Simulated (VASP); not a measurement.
**BAs: single point with PBE**

The system is BAs.

```
B As
1.0
     0.00000    2.46362    2.46362
     2.46362    0.00000    2.46362
     2.46362    2.46362    0.00000
B As
1 1
Direct
  0.00000 0.00000 0.00000
  0.25000 0.25000 0.25000
```

This cell differs from its parent crystal: strain +3.0%.

```
Program             : VASP 6.6.1
Task                : single point
Functional          : PBE
Potentials or basis : VASP PAW PBE potentials, release 64 (B, As)
Cutoff              : 520 eV
k mesh              : 10 × 10 × 10
Occupations         : fermi-dirac, width 0.02 eV
Spin                : no spin polarisation
```

| Item | Value |
| --- | --- |
| Pressure | -7.8 GPa |
| Band gap on the k mesh | 1.27 eV, indirect (least direct gap 3.17 eV) |

Levels at points of the mesh, in eV from the valence-band top:
| k point | band 1 | band 2 | band 3 | band 4 | band 5 | band 6 | band 7 | band 8 | band 9 |
| --- | --- | --- | --- | --- | --- | --- | --- | --- | --- |
| (0.00, 0.00, 0.00) | -14.59 | 0.00 | 0.00 | 0.00 | 3.17 | 3.17 | 3.17 | 3.54 | 9.16 |
| (0.50, 0.00, 0.00) | -12.04 | -8.14 | -1.67 | -1.67 | 2.17 | 4.67 | 4.67 | 8.66 | 12.07 |
| (0.50, 0.50, 0.00) | -10.87 | -8.03 | -3.70 | -3.70 | 1.52 | 1.53 | 10.50 | 10.50 | 12.07 |

Wall time 15 s on 1 thread of Intel Xeon 6975P-C, on a shared host, peak memory 0.16 GiB.

Caveat: the cell differs from its parent crystal (strain +3.0%). A k mesh can miss the band edges.
